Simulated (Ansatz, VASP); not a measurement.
## Ti: VASP beside Ansatz

```
Ti
1.0
     2.69239    0.00000    0.00000
    -1.34620    2.33168    0.00000
     0.00000    0.00000    5.53955
Ti
2
Cartesian
  0.0000 1.5545 1.3849
  1.3462 0.7772 4.1547
```

Alike in both runs: task single point; functional PBE; k mesh 24 × 24 × 14; occupations gaussian, width 0.15 eV; no spin polarisation.

|  | VASP | Ansatz |
| --- | --- | --- |
| version | VASP 6.6.1 | Ansatz 0.2.0 |
| potentials or method | VASP PAW PBE potentials, release 64 (Ti_sv), cutoff 520 eV | scalar-relativistic, plane waves, PAW |
| valence electrons in the cell | 24 | 24 |

```tsv
	VASP	Ansatz	Ansatz less VASP
gap on the k mesh at the Fermi level (eV)	none	none	-
pressure (GPa)	0.3	0.6	+0.33
traceless stress, the component that is largest in VASP (GPa)	-13.12	-13.20	-0.079
```

A gap of «none» marks a metal or a gap that the smearing closes. The functional is the same, so the differences come from potentials, cutoffs and numerics.
